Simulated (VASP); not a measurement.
A run of VASP 6.6.1 is set up as follows.

The input INCAR:

```
PREC = Accurate
ENCUT = 520
EDIFF = 1E-6
ISMEAR = 0
SIGMA = 0.1
LREAL = F
LASPH = T
NELM = 60
ALGO = Normal
ISIF = 2
LWAVE = F
LCHARG = T
GGA = PE
LELF = T
LVHAR = T
NBANDS = 22
```

Contents of KPOINTS:

```
Automatic mesh
0
Gamma
  6 6 6
```

POSCAR

```
NaZr2
1.0
    1.7391874092      1.0041203189      5.2527908824
   -1.7391874092      1.0041203189      5.2527908824
    0.0000000000     -2.0082406378      5.2527908824
Na Zr
1 2
Direct
    0.0000000000      0.0000000000      0.0000000000
    0.7500000000      0.7500000000      0.7500000000
    0.2500000000      0.2500000000      0.2500000000
```

Potentials or basis: VASP PAW PBE potentials, release 64 (Na_pv, Zr_sv).

Run with:

```bash
$ cat potpaw_PBE.64/Na_pv/POTCAR potpaw_PBE.64/Zr_sv/POTCAR > POTCAR
$ mpirun -np 1 vasp_std > vasp.out
```

(1) Estimate the largest force.

(2) Estimate the pressure.

## Answers

(1) 5.795 eV/Å.

(2) 33.4 GPa.

Caveat: forces of over 1 eV/Å act on the atoms, so gaps and moduli don't describe the material at rest.
